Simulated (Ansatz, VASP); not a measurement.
**Ga: VASP beside Ansatz**

File INCAR:

```
ALGO = Normal ; EDIFF = 1E-6
ENCUT = 520 ; GGA = PE
ISIF = 2 ; ISMEAR = -1
LASPH = T ; LCHARG = F
LREAL = F ; LWAVE = F
NBANDS = 20 ; NELM = 80
PREC = Accurate ; SIGMA = 0.05
```

File KPOINTS:

```
k-points
0
Gamma
  10 10 8
```

File POSCAR:

```
Ga
1.0
    1.4690811355     -4.1184929765      0.0000000000
    1.4690811355      4.1184929765      0.0000000000
    0.0000000000      0.0000000000      3.2117153101
Ga
2
Direct
    0.1330000000      0.8670000000      0.7500000000
    0.8670000000      0.1330000000      0.2500000000
```

Contents of input.yaml:

```yaml
crystal:
  lattice:
    - [1.4690811355, -4.1184929765, 0.0]
    - [1.4690811355, 4.1184929765, 0.0]
    - [0.0, 0.0, 3.2117153101]
  atoms:
    - { symbol: Ga, position: [0.133, 0.867, 0.75] }
    - { symbol: Ga, position: [0.867, 0.133, 0.25] }
hamiltonian:
  xc: pbe
  pseudopotentials: { kind: paw, azcp: { folder: soft_1 } }
kpoints:
  mp_grid: { grid: [10, 10, 8] }
scf:
  occupations: { method: fermi_dirac, width: 0.05 }
output:
  forces: true
  stress: true
  eigenvalues: true
```

Alike in both runs: task single point; functional PBE; k mesh 10 × 10 × 8; occupations fermi-dirac, width 0.05 eV; no spin polarisation.

|  | VASP | Ansatz |
| --- | --- | --- |
| version | VASP 6.6.1 | Ansatz 0.2.0 |
| potentials or method | VASP PAW PBE potentials, release 64 (Ga_d) | Ansatz PAW soft_1 |
| plane-wave cutoff (eV) | 520 | 420 |
| valence electrons in the cell | 26 | 26 |

Ansatz gave:

| Item | Value |
| --- | --- |
| gap on the k mesh at the Fermi level (eV) | none |
| pressure (GPa) | -0.6 |
| traceless stress, the component that is largest in VASP (GPa) | -1.27 |
| rms of the force components (eV/Å) | 0.114 |

Q: What did VASP give for the same quantities?

A: gap on the k mesh at the Fermi level (eV): none; pressure (GPa): -0.6; traceless stress, the component that is largest in VASP (GPa): -1.28; rms of the force components (eV/Å): 0.115.

Atom by atom the forces differ by 0.001 eV/Å (rms over components). A gap of «none» marks a metal or a gap that the smearing closes. With one functional, cell and mesh, what is left measures potentials, basis and numerics.
